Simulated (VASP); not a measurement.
The system is Bi.

```
Bi
1.0
    -1.98143    1.98143    1.98143
     1.98143   -1.98143    1.98143
     1.98143    1.98143   -1.98143
Bi
1
Direct
  0.00000 0.00000 0.00000
```

```yaml
Program: VASP 6.6.1
Task: relaxation of cell and atoms
Functional: revPBE
Potentials_or_basis: VASP PAW PBE potentials, release 64 (Bi_d)
Cutoff: 600 eV
k_mesh: 9 × 9 × 9
Occupations: fermi-dirac, width 0.05 eV
Spin: no spin polarisation
```

At the start: pressure 1.9 GPa; volume 31.12 Å³/atom.

**Question.** How do energy, volume and symmetry change on relaxing?

**Answer.** Over 3 steps the energy falls by 6.2 meV/atom and the volume is 32.21 Å³/atom (+3.5 %); space group Im-3m (No. 229, to 0.05 Å).

Step by step:
```csv
step,energy change (eV),largest force (eV/Å),pressure (GPa),volume (Å³)
1,0.0000,0.0000,1.90,31.12
2,-0.0046,0.0000,-0.89,32.81
3,-0.0062,0.0000,0.03,32.21
```

Final structure:
```
Bi
1.0
    -2.00441    2.00441    2.00441
     2.00441   -2.00441    2.00441
     2.00441    2.00441   -2.00441
Bi
1
Direct
  0.00000 0.00000 0.00000
```

Caveat: the PAW data sets were made with another functional, which shifts forces and pressure a little.
